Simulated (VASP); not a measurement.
Wanted: the native input for a VASP 6.6.1 run.

```
Task                   : single point
Functional             : LDA
Potentials or basis    : VASP PAW LDA potentials, release 64 (Ga_d, P)
Cutoff                 : 520 eV
k mesh                 : 8 × 8 × 8
Occupations            : gaussian, width 0.01 eV
Spin                   : no spin polarisation
Dipole correction      : no
Further INCAR settings : ALGO = Normal; EDIFF = 1e-06; NBANDS = 16
```

The structure of GaP lies in POSCAR:

```
GaP
1.0
    0.0000000000      2.7252500000      2.7252500000
    2.7252500000      0.0000000000      2.7252500000
    2.7252500000      2.7252500000      0.0000000000
Ga P
1 1
Direct
    0.0000000000      0.0000000000      0.0000000000
    0.7500000000      0.7500000000      0.7500000000
```

One way to write it, as run:

INCAR

```
PREC = Accurate
ENCUT = 520
EDIFF = 1E-6
ISMEAR = 0
SIGMA = 0.01
LREAL = F
LASPH = T
NELM = 100
ALGO = Normal
ISIF = 2
LWAVE = F
LCHARG = T
GGA = CA
LELF = T
LVHAR = T
NBANDS = 16
```

KPOINTS

```
Automatic mesh
0
Gamma
  8 8 8
```

Potentials or basis: VASP PAW LDA potentials, release 64 (Ga_d, P).

The run is started by

```console
$ cat potpaw_LDA.64/Ga_d/POTCAR potpaw_LDA.64/P/POTCAR > POTCAR
$ mpirun -np 1 vasp_std > vasp.out
```

It gave:

| Quantity | Value |
| --- | --- |
| Pressure | -2.7 GPa |
| Band gap on the k mesh | 1.49 eV, indirect (least direct gap 1.64 eV) |

Run time: 16 s on 1 thread of AMD EPYC 7R43 64-Core Processor (Zen 3) (shared host), peak memory 0.12 GiB.
